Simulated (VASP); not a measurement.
# Al32O (a cell with a defect) in VASP: single point with PBEsol

Aim: the single point of Al32O (a cell with a defect) with PBEsol.

Program: VASP 6.6.1. These are calculated values, not measurements. Logs are shortened: lines on timing, memory, paths and dates and some standing lists are left out, and cuts for length are marked.

**1. The cell of the first run**

The cell holds a defect, 33 atoms: a = 8.100 Å, b = 8.100 Å, c = 8.100 Å, α = 90.00°, β = 90.00°, γ = 90.00°.

**2. Single point, PBEsol**

Contents of INCAR:

```
SYSTEM = Al32O
PREC = Accurate ; ENCUT = 520
EDIFF = 1E-7 ; ISMEAR = -1
SIGMA = 0.15 ; LREAL = Auto
LASPH = .TRUE. ; NELM = 80
ALGO = Normal ; ISIF = 2
LWAVE = .FALSE. ; LCHARG = .FALSE.
GGA = PS ; NBANDS = 73
```

Contents of KPOINTS:

```
regular mesh
0
G
  2 2 2
  0 0 0
```

Contents of POSCAR:

```
Al32O
1.0
    8.1000000000      0.0000000000      0.0000000000
    0.0000000000      8.1000000000      0.0000000000
    0.0000000000      0.0000000000      8.1000000000
Al O
32 1
Direct
    0.4975743210      0.0000597531      0.0006843210
    0.7493166667      0.2381185185     -0.0020707407
    0.7530659259      0.0000596296      0.2493065432
    0.0035034568      0.0000596296      0.0003671605
    0.2522858025      0.2656582716      0.0022376543
    0.5211553086      0.5000595062      0.0070265432
    0.7493162963      0.7620007407     -0.0020706173
    0.2506740741      0.0000595062      0.2475819753
    0.5006416049      0.2476608642      0.2506435802
    0.7456438272      0.5000595062      0.2601200000
    0.4992986420      0.0000596296      0.5030833333
    0.7456402469      0.2471829630      0.4956546914
    0.7378740741      0.0000598765      0.7480462963
   -0.0397677778      0.5000598765      0.0044253086
    0.2522861728      0.7344608642      0.0022380247
    0.0020655556      0.2531958025      0.2497048148
    0.2570569136      0.5000593827      0.2712772840
    0.5006413580      0.7524581481      0.2506432099
   -0.0019708642      0.0000597531      0.4878909877
    0.2479225926      0.2380644444      0.4993356790
    0.5101655556      0.5000595062      0.4956658025
    0.7456400000      0.7529360494      0.4956544444
    0.2503609877      0.0000595062      0.7535225926
    0.4996590123      0.2532274074      0.7520955556
    0.7497186420      0.5000595062      0.7425514815
    0.0020655556      0.7469234568      0.2497053086
   -0.0075074074      0.5000593827      0.4997409877
    0.2479225926      0.7620546914      0.4993354321
   -0.0123575309      0.2327081481      0.7376387654
    0.2544203704      0.5000596296      0.7101483951
    0.4996596296      0.7468919753      0.7520955556
   -0.0123586420      0.7674111111      0.7376380247
    0.1704803704      0.5000617284      0.9204667901
```

Potentials or basis: VASP PAW PBE potentials, release 64 (Al, O).

Launch:

```sh
cat potpaw_PBE.64/Al/POTCAR potpaw_PBE.64/O/POTCAR > POTCAR
mpirun -np 1 vasp_std > vasp.out
```

OUTCAR:

```text
SYSTEM = Al32O
   PREC = Accurate
   ENCUT = 520
   EDIFF = 1E-7
   ISMEAR = -1
   LREAL = Auto
   LASPH = .TRUE.
   NELM = 80
   ISIF = 2
   GGA = PS

 ion  position               nearest neighbor table
   1  0.498  0.000  0.001-   7 2.81   2 2.81  13 2.82   8 2.83  23 2.83   9 2.85  18 2.85  24 2.87
                            31 2.87   3 2.89   5 2.93  15 2.93
   2  0.749  0.238  0.998-  14 2.72  13 2.80   3 2.80   1 2.81   6 2.81   4 2.82  24 2.84  29 2.86
                             9 2.87  16 2.89  25 2.96  10 3.00
   3  0.753  0.000  0.249-  19 2.77   7 2.80   2 2.80  12 2.83  22 2.83   4 2.86   9 2.86  18 2.86
                            16 2.88  26 2.88   1 2.89  11 2.91
   4  0.004  0.000  0.000-   2 2.82   7 2.82  23 2.83   8 2.83  29 2.85  32 2.85   3 2.86  16 2.88
                            26 2.88   5 2.95  15 2.95  13 2.97
   5  0.252  0.266  0.002-  33 2.12   9 2.85  24 2.85  16 2.85   6 2.89  17 2.89   1 2.93   8 2.93
                            23 2.95   4 2.95  14 3.03  30 3.03  29 3.04
   6  0.521  0.500  0.007-  10 2.74   7 2.81   2 2.81  25 2.83  18 2.85   9 2.85  24 2.88  31 2.88
                            15 2.89   5 2.89  17 3.03  30 3.23
   7  0.749  0.762  0.998-  14 2.72  13 2.80   3 2.80   1 2.81   6 2.81   4 2.82  31 2.84  32 2.86
                            18 2.87  26 2.89  25 2.96  10 3.00
   8  0.251  0.000  0.248-  28 2.81  20 2.81  19 2.82   1 2.83   4 2.83  18 2.85   9 2.85  26 2.87
                            16 2.87  11 2.89  15 2.93   5 2.93
   9  0.501  0.248  0.251-  12 2.81  17 2.85   6 2.85   5 2.85   1 2.85   8 2.85  10 2.85  21 2.85
                             3 2.86  11 2.86   2 2.87  20 2.87
  10  0.746  0.500  0.260-  21 2.70  14 2.70   6 2.74  27 2.79  22 2.80  12 2.80   9 2.85  18 2.85
                            16 2.88  26 2.88   2 3.00   7 3.00
  11  0.499  0.000  0.503-  13 2.77  20 2.80  28 2.80  12 2.83  22 2.83  23 2.86   9 2.86  18 2.86
                            31 2.88  24 2.88   8 2.89   3 2.91
  12  0.746  0.247  0.496-  29 2.77  21 2.80  10 2.80   9 2.81  11 2.83   3 2.83  19 2.86  13 2.86
                            27 2.86  25 2.86  16 2.88  24 2.88
  13  0.738  0.000  0.748-  32 2.77  29 2.77  11 2.77   2 2.80   7 2.80  31 2.82  24 2.82   1 2.82
                            12 2.86  22 2.86   4 2.97  19 2.98
  14  0.960  0.500  0.004-  33 1.83  10 2.70  25 2.72   7 2.72   2 2.72  26 2.84  16 2.84  15 3.03
                             5 3.03  29 3.07  32 3.07  17 3.23
  15  0.252  0.734  0.002-  33 2.12  18 2.85  31 2.85  26 2.85   6 2.89  17 2.89   1 2.93   8 2.93
                            23 2.95   4 2.95  14 3.03  30 3.03  32 3.04
  16  0.002  0.253  0.250-  19 2.82  14 2.84  20 2.84  27 2.85   5 2.85   8 2.87   3 2.88   4 2.88
                            12 2.88  17 2.88  10 2.88   2 2.89
  17  0.257  0.500  0.271-  21 2.74  20 2.81  28 2.81  27 2.83   9 2.85  18 2.85  16 2.88  26 2.88
                            15 2.89   5 2.89   6 3.03  14 3.23
  18  0.501  0.752  0.251-  22 2.81  17 2.85   6 2.85  15 2.85   1 2.85   8 2.85  10 2.85  21 2.85
                             3 2.86  11 2.86   7 2.87  28 2.87
  19  0.998  0.000  0.488-  32 2.77  29 2.77   3 2.77  20 2.80  28 2.80  26 2.82  16 2.82   8 2.82
                            12 2.86  22 2.86  23 2.97  13 2.98
  20  0.248  0.238  0.499-  30 2.72  19 2.80  11 2.80   8 2.81  17 2.81  23 2.82  16 2.84  29 2.86
                             9 2.87  24 2.89  27 2.96  21 3.00
  21  0.510  0.500  0.496-  10 2.70  30 2.70  17 2.74  25 2.79  22 2.80  12 2.80   9 2.85  18 2.85
                            24 2.88  31 2.88  20 3.00  28 3.00
  22  0.746  0.753  0.496-  32 2.77  21 2.80  10 2.80  18 2.81  11 2.83   3 2.83  19 2.86  13 2.86
                            27 2.86  25 2.86  26 2.88  31 2.88
  23  0.250  0.000  0.754-  20 2.82  28 2.82   4 2.83   1 2.83  29 2.85  32 2.85  11 2.86  24 2.88
                            31 2.88   5 2.95  15 2.95  19 2.97
  24  0.500  0.253  0.752-  13 2.82  30 2.84   2 2.84  25 2.85   5 2.85   1 2.87  11 2.88  23 2.88
                            12 2.88   6 2.88  21 2.88  20 2.89
  25  0.750  0.500  0.743-  14 2.72  27 2.78  21 2.79   6 2.83  31 2.85  24 2.85  12 2.86  22 2.86
                            32 2.90  29 2.90   2 2.96   7 2.96
  26  0.002  0.747  0.250-  19 2.82  14 2.84  28 2.84  27 2.85  15 2.85   8 2.87   3 2.88   4 2.88
                            22 2.88  17 2.88  10 2.88   7 2.89
  27  0.992  0.500  0.500-  30 2.72  25 2.78  10 2.79  17 2.83  26 2.85  16 2.85  12 2.86  22 2.86
                            32 2.90  29 2.90  20 2.96  28 2.96
  28  0.248  0.762  0.499-  30 2.72  19 2.80  11 2.80   8 2.81  17 2.81  23 2.82  26 2.84  32 2.86
                            18 2.87  31 2.89  27 2.96  21 3.00
  29  0.988  0.233  0.738-  19 2.77  13 2.77  12 2.77  23 2.85   4 2.85  20 2.86   2 2.86  27 2.90
                            25 2.90   5 3.04  30 3.07  14 3.07
  30  0.254  0.500  0.710-  33 1.83  21 2.70  27 2.72  20 2.72  28 2.72  24 2.84  31 2.84   5 3.03
                            15 3.03  29 3.07  32 3.07   6 3.23
  31  0.500  0.747  0.752-  13 2.82  30 2.84   7 2.84  25 2.85  15 2.85   1 2.87  11 2.88  23 2.88
                            22 2.88   6 2.88  21 2.88  28 2.89
  32  0.988  0.767  0.738-  19 2.77  13 2.77  22 2.77  23 2.85   4 2.85  28 2.86   7 2.86  27 2.90
                            25 2.90  15 3.04  14 3.07  30 3.07
  33  0.170  0.500  0.920-  14 1.83  30 1.83  15 2.12   5 2.12

  LATTYP: Found a simple cubic cell.
 ALAT       =     8.1000000000

  Lattice vectors:

 A1 = (   8.1000000000,   0.0000000000,   0.0000000000)
 A2 = (   0.0000000000,   8.1000000000,   0.0000000000)
 A3 = (   0.0000000000,   0.0000000000,   8.1000000000)

Analysis of symmetry for initial positions (statically):
[... 148 lines left out ...]
  0.000000  0.500000  0.000000      1.000000
  0.000000  0.000000  0.500000      1.000000
  0.500000  0.500000  0.000000      1.000000
  0.000000  0.500000  0.500000      1.000000
  0.500000  0.000000  0.500000      1.000000
  0.500000  0.500000  0.500000      1.000000
   k-points           NKPTS =      8   k-points in BZ     NKDIM =      8   number of bands    NBANDS=     73
   number of dos      NEDOS =    301   number of ions     NIONS =     33
   total plane-waves  NPLWV = 216000
   dimension x,y,z NGX =    60 NGY =   60 NGZ =   60
   dimension x,y,z NGXF=   120 NGYF=  120 NGZF=  120
   ions per type =              32   1
   NGX,Y,Z   is equivalent  to a cutoff of  12.31, 12.31, 12.31 a.u.
   NGXF,Y,Z  is equivalent  to a cutoff of  24.63, 24.63, 24.63 a.u.
 SYSTEM =  Al32O
   PREC   = accura    normal or accurate (medium, high low for compatibility)
   ISTART =      0    job   : 0-new  1-cont  2-samecut
   ICHARG =      2    charge: 1-file 2-atom 10-const
   ISPIN  =      1    spin polarized calculation?
   LNONCOLLINEAR =      F non collinear calculations
   LSORBIT =      F    spin-orbit coupling
   LASPH  =      T    aspherical Exc in radial PAW
   ENCUT  =  520.0 eV  38.22 Ry    6.18 a.u.  15.06 15.06 15.06*2*pi/ulx,y,z
   NELM   =     80;   NELMIN=  2; NELMDL= -5     # of ELM steps
   EDIFF  = 0.1E-06   stopping-criterion for ELM
   LREAL  =      T    real-space projection
   EDIFFG = 0.1E-05   stopping-criterion for IOM
   NSW    =      0    number of steps for IOM
   IBRION =     -1    ionic relax: 0-MD 1-quasi-New 2-CG
   NFREE  =      0    steps in history (QN), initial steepest desc. (CG)
   ISIF   =      2    stress and relaxation
   ISYM   =      2    0-nonsym 1-usesym 2-fastsym
   POTIM  = 0.5000    time-step for ionic-motion
   TEBEG  =    0.0;   TEEND  =   0.0 temperature during run
   PSTRESS=    0.0 pullay stress
   NELECT =     102.0000    total number of electrons
   NUPDOWN=      -1.0000    fix difference up-down
   EMIN   =  10.00;   EMAX   =-10.00  energy-range for DOS
   EFERMI =   0.00;   METHOD = LEGACY
   ISMEAR =    -1;   SIGMA  =   0.15  broadening in eV -4-tet -1-fermi 0-gaus
   EFERMI_NEDOS =   21; number of points for ismear=-14 and -15
   IALGO  =     38    algorithm
   IMIX   =      4    mixing-type and parameters
     AMIX     =   0.40;   BMIX     =  1.00
     AMIX_MAG =   1.60;   BMIX_MAG =  1.00
  volume/ion in A,a.u.               =      16.10       108.68
  Fermi-wavevector in a.u.,A,eV,Ry     =   0.944329  1.784523 12.133087  0.891757
  Thomas-Fermi vector in A             =   2.072123
   LORBIT       =      0    0 simple, 1 ext, 2 COOP (PROOUT), +10 PAW based schemes
   GGA     = PS    functional components
   LHFCALC =     F    Hartree Fock is set to
   AEXX    =    0.0000 exact exchange contribution
   IVDW    =     0    specifies the selected vdW correction
   LEPSILON=     F    determine dielectric tensor
   LRPA    =     F    only Hartree local field effects (RPA)
 non-spin polarized calculation
  energy-cutoff  :      520.00
  volume of cell :      531.44
 maximum number of plane-waves:     14400
   NGX = 31   NGY = 31   NGZ = 31

 number of electron     102.0000003 magnetization

 Free energy of the ion-electron system (eV)
  ---------------------------------------------------
  ext. energy  EPLUGINS =         0.00000000
  ---------------------------------------------------
  free energy    TOTEN  =      -139.22949898 eV

  energy without entropy =     -138.22401756  energy(sigma->0) =     -138.72675827

 E-fermi :   7.7471     XC(G=0): -10.3004

 val. band max:        7.7147216384   @ k =   0.5000   0.0000   0.0000
 cond. band min:       7.7520697652   @ k =   0.5000   0.5000   0.0000
 fundamental gap:      0.0373481268
 Fermi energy:         7.7471480180

 k-point     1 :       0.0000    0.0000    0.0000
  band No.  band energies     occupation
      1     -12.9038      2.00000
      2      -3.0247      2.00000
      3      -1.2853      2.00000
      4      -1.1036      2.00000
      5      -1.0369      2.00000
      6      -0.9564      2.00000
[... 517 lines left out ...]
     62      11.2442      0.00000
     63      11.3252      0.00000
 [bands above 63 left out]

------------------------ aborting loop because EDIFF is reached ----------------------------------------

  FORCE on cell =-STRESS in cart. coord.  units (eV):
  Direction    XX          YY          ZZ          XY          YZ          ZX
  --------------------------------------------------------------------------------------
  -------------------------------------------------------------------------------------
  Total        0.1220654     -3.5759547      0.1125954      0.0000000      0.0000000      1.4481368
  in kB        0.3680003    -10.7807141      0.3394504      0.0000000      0.0000000      4.3658127
  external PRESSURE =      -3.3577545 kB  Pullay stress =       0.0000000 kB

 VOLUME and BASIS-vectors are now :
 -----------------------------------------------------------------------------
  energy-cutoff  :      520.00
  volume of cell :      531.44
      direct lattice vectors                 reciprocal lattice vectors
     8.100000000  0.000000000  0.000000000     0.123456790  0.000000000  0.000000000
     0.000000000  8.100000000  0.000000000     0.000000000  0.123456790  0.000000000
     0.000000000  0.000000000  8.100000000     0.000000000  0.000000000  0.123456790

 POSITION                                       TOTAL-FORCE (eV/Angst)
 -----------------------------------------------------------------------------------
      4.03035      0.00048      0.00554        -0.008069      0.000000      0.004365
      6.06947      1.92876      8.08323        -0.000252      0.002941     -0.001307
      6.09983      0.00048      2.01938         0.002309      0.000000      0.000912
      0.02838      0.00048      0.00297         0.000164      0.000000      0.000530
      2.04352      2.15183      0.01812         0.001173     -0.007063      0.004003
      4.22136      4.05048      0.05691         0.001471      0.000000     -0.002193
[... 25 lines left out ...]
      7.99989      6.21603      5.97487        -0.002737      0.003391     -0.002186
      1.38089      4.05050      7.45578         0.001988      0.000000     -0.002456
 -----------------------------------------------------------------------------------
    total drift:                                0.016963     -0.012582      0.018699

  FREE ENERGIE OF THE ION-ELECTRON SYSTEM (eV)
  ---------------------------------------------------
  free  energy   TOTEN  =      -139.2294989804 eV

  energy  without entropy=     -138.2240175587  energy(sigma->0) =     -138.72675827
```

Run time: 13 min. Hardware: 1 thread of Intel Xeon Platinum 8259CL at 2.50GHz (Skylake/Cascade Lake), shared host; peak memory 0.57 GiB.

What came out:

```
Free energy            : -139.2295 eV
Pressure               : -0.3 GPa
Largest force          : 0.015 eV/Å
Band gap on the k mesh : zero (bands 51 and 52 overlap by 0.69 eV)
```

Forces on the atoms (eV/Å):
```
Al  -0.008  0.000  0.004
Al   0.000  0.003 -0.001
Al   0.002  0.000  0.001
Al   0.000  0.000  0.001
Al   0.001 -0.007  0.004
Al   0.001  0.000 -0.002
Al   0.000 -0.003 -0.001
Al   0.005  0.000 -0.009
Al  -0.002 -0.007 -0.001
Al   0.001  0.000 -0.002
Al   0.001  0.000  0.002
Al   0.001  0.002  0.001
Al   0.006  0.000 -0.002
Al  -0.003  0.000  0.015
Al   0.001  0.007  0.004
Al   0.003  0.007 -0.005
Al  -0.004  0.000 -0.002
Al  -0.002  0.007 -0.001
Al  -0.003  0.000  0.006
Al  -0.001  0.004 -0.001
Al  -0.002  0.000  0.000
Al   0.001 -0.002  0.001
Al   0.000  0.000  0.000
Al  -0.003  0.006  0.002
Al  -0.004  0.000 -0.001
Al   0.003 -0.007 -0.005
Al   0.000  0.000 -0.004
Al  -0.001 -0.004 -0.001
Al  -0.003 -0.003 -0.002
Al   0.012  0.000  0.003
Al  -0.003 -0.006  0.002
Al  -0.003  0.003 -0.002
O    0.002  0.000 -0.002
```

Stress tensor (GPa, compression positive):
```
 0.04  0.00  0.44
 0.00 -1.08  0.00
 0.44  0.00  0.03
```

Levels at points of the mesh, in eV from the Fermi level:
```csv
k point,band 48,band 49,band 50,band 51,band 52,band 53,band 54,band 55
"(0.00, 0.00, 0.00)",0.12,0.21,0.21,0.24,0.41,0.42,0.58,1.12
"(0.50, 0.00, 0.00)",-0.24,-0.17,-0.15,-0.11,-0.07,-0.07,-0.03,0.61
"(0.00, 0.50, 0.00)",-0.42,-0.17,-0.17,-0.12,-0.09,0.11,0.18,0.28
"(0.00, 0.00, 0.50)",-0.24,-0.17,-0.15,-0.11,-0.08,-0.07,-0.03,0.61
"(0.50, 0.50, 0.00)",-0.30,-0.23,-0.08,0.00,0.52,0.96,1.03,1.06
"(0.00, 0.50, 0.50)",-0.30,-0.23,-0.08,0.01,0.52,0.96,1.03,1.06
"(0.50, 0.00, 0.50)",-0.37,-0.26,-0.14,-0.04,0.53,1.00,1.01,1.04
"(0.50, 0.50, 0.50)",-0.56,-0.54,-0.53,-0.47,-0.45,-0.45,-0.42,-0.41
```

Caveat: the k points lie up to 0.39 Å⁻¹ apart, too coarse for converged energies and pressures of a metal; the PAW data sets were made with another functional, which shifts forces and pressure a little.

The gap in the log of VASP goes by the Fermi energy; the results here count the filled bands.